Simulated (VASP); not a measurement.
Write the native input for VASP 6.6.1 that does the following.

* Task: relaxation of shape and atoms at fixed volume
* Functional: PBEsol
* Potentials or basis: VASP PAW PBE potentials, release 64 (Hf_pv, S)
* Cutoff: 600 eV
* k mesh: 12 × 12 × 4
* Occupations: gaussian, width 0.1 eV
* Spin: no spin polarisation
* Dipole correction: no
* Further INCAR settings: ALGO = Normal; EDIFF = 1e-06; IBRION = 2; EDIFFG = -0.01; NSW = 50; ISIF = 4

The structure of Hf2S lies in POSCAR:

```
Hf2S
1.0
    3.4658945608      0.0000000000      0.0000000000
   -1.7329472804      3.0015527364      0.0000000000
    0.0000000000      0.0000000000     11.9621156149
Hf S
4 2
Direct
    0.6666666667      0.3333333333      0.8983447897
    0.3333333333      0.6666666667      0.3983447897
    0.6666666667      0.3333333333      0.6016552103
    0.3333333333      0.6666666667      0.1016552103
    0.0000000000      0.0000000000      0.7500000000
    0.0000000000      0.0000000000      0.2500000000
```

The input as run:

INCAR

```
SYSTEM = Hf2S
  PREC = Accurate
  ENCUT = 600
  EDIFF = 1E-6
  ISMEAR = 0
  SIGMA = 0.1
  LREAL = .FALSE.
  LASPH = .TRUE.
  NELM = 100
  ALGO = Normal
  ISIF = 4
  LWAVE = .FALSE.
  LCHARG = .FALSE.
  GGA = PS
  IBRION = 2
  NSW = 50
  EDIFFG = -0.01
```

KPOINTS

```
regular mesh
0
G
  12 12 4
  0 0 0
```

Potentials or basis: VASP PAW PBE potentials, release 64 (Hf_pv, S).

Run with:

```console
$ cat potpaw_PBE.64/Hf_pv/POTCAR potpaw_PBE.64/S/POTCAR > POTCAR
$ mpirun -np 1 vasp_std > vasp.out
```

It gave:

* Energy gained by relaxing: 0.2 meV/atom
* Ionic steps: 5
* Pressure after relaxing: -11.6 GPa
* Largest force after relaxing: 0.006 eV/Å
* Band gap on the k mesh: zero (bands 26 and 27 overlap by 0.93 eV)

Caveat: the PAW data sets were made with another functional, which shifts forces and pressure a little; spin-orbit coupling is left out, which moves the levels of the heavy elements.

Run time: 8.3 min on 1 thread of Intel(R) Xeon(R) Platinum 8488C (Sapphire Rapids), on a shared host, peak memory 0.4 GiB.
